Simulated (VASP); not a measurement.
**Pd: electric field gradients with PBEsol**

Pd:

```
Pd
1.0
     0.00000    1.95778    1.95778
     1.95778    0.00000    1.95778
     1.95778    1.95778    0.00000
Pd
1
Cartesian
  0.0000 0.0000 0.0000
```

This cell differs from its parent crystal: volume scaled by 1.02.

- Program: VASP 6.6.1
- Task: electric field gradients
- Functional: PBEsol
- Potentials or basis: VASP PAW PBE potentials, release 64 (Pd)
- Cutoff: 520 eV
- k mesh: 18 × 18 × 18
- Occupations: fermi-dirac, width 0.05 eV
- Spin: no spin polarisation
- Dipole correction: no
- Further INCAR settings: ALGO = Normal; EDIFF = 1e-08; NBANDS = 11

```
Pressure               : -6.1 GPa
Band gap on the k mesh : zero (band 5 reaches 9.61 eV, above the bottom of band 6 at 8.08 eV)
```

Levels at points of the mesh, in eV from the Fermi level:
| k point | band 1 | band 2 | band 3 | band 4 | band 5 | band 6 | band 7 | band 8 | band 9 | band 10 |
| --- | --- | --- | --- | --- | --- | --- | --- | --- | --- | --- |
| (0.00, 0.00, 0.00) | -7.11 | -2.78 | -2.78 | -2.78 | -1.19 | -1.19 | 17.11 | 21.78 | 21.78 | 21.78 |
| (0.50, 0.00, 0.00) | -5.21 | -2.82 | -2.82 | -0.02 | -0.02 | 0.96 | 7.12 | 16.46 | 20.84 | 20.84 |
| (0.50, 0.50, 0.00) | -5.28 | -5.00 | -0.05 | 0.28 | 0.28 | 3.25 | 10.53 | 13.01 | 13.01 | 21.23 |

It took 19 s on 1 thread of Intel Xeon 6975P-C, with other jobs on the host, peak memory 0.17 GiB.

Caveat: without QUAD_EFG the Cq values of the log hold for a quadrupole moment of 1 mb, not for the nuclei; the PAW data sets were made with another functional, which shifts forces and pressure a little.
